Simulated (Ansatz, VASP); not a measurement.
One calculation of Hf, two programs

File INCAR:

```
  ALGO = Fast
  EDIFF = 1E-6
  ENCUT = 520
  GGA = PS
  ISIF = 2
  ISMEAR = 0
  LASPH = True
  LCHARG = True
  LELF = True
  LREAL = False
  LVHAR = True
  LWAVE = False
  NBANDS = 17
  NELM = 80
  PREC = Accurate
  SIGMA = 0.15
```

The input KPOINTS:

```
k-points
0
Gamma
  18 18 10
```

File POSCAR:

```
Hf
1.0
    3.1487480463      0.0000000000      0.0000000000
   -1.5743740232      2.7268957982      0.0000000000
    0.0000000000      0.0000000000      5.0578000000
Hf
2
Direct
    0.3333333333      0.6666666667      0.2500000000
    0.6666666667      0.3333333333      0.7500000000
```

Input for Ansatz:

```yaml
crystal:
  lattice:
    - [3.1487480463, 0.0, 0.0]
    - [-1.5743740232, 2.7268957982, 0.0]
    - [0.0, 0.0, 5.0578]
  atoms:
    - { symbol: Hf, position: [0.3333333333, 0.6666666667, 0.25] }
    - { symbol: Hf, position: [0.6666666667, 0.3333333333, 0.75] }
basis:
  ecutwfc: 420
kpoints:
  mp_grid: { grid: [18, 18, 10] }
hamiltonian:
  xc: pbesol
scf:
  occupations: { method: gaussian, width: 0.15 }
output:
  forces: true
  stress: true
  eigenvalues: true
```

Change from the starting cell: strain -0.015 along x and y, +0.000 along z, atoms carried along.

Alike in both runs: task single point; functional PBEsol; k mesh 18 × 18 × 10; occupations gaussian, width 0.15 eV; no spin polarisation.

|  | VASP | Ansatz |
| --- | --- | --- |
| version | VASP 6.6.1 | Ansatz 0.2.0 |
| potentials or method | VASP PAW PBE potentials, release 64 (Hf_pv), cutoff 520 eV | scalar-relativistic, plane waves, PAW |
| valence electrons in the cell | 20 | 52 |

```tsv
	VASP	Ansatz	Ansatz less VASP
gap on the k mesh at the Fermi level (eV)	none	none	-
pressure (GPa)	-1.0	-0.6	+0.37
traceless stress, the component that is largest in VASP (GPa)	-1.34	-1.27	+0.069
```

VASP's potentials were made for PBE, not for PBEsol. A gap of «none» marks a metal or a gap that the smearing closes. VASP's potentials hold 20 valence electrons a cell and Ansatz's 52, so a difference there can come from the potentials and not from the codes.

Neither program's run includes spin-orbit coupling.
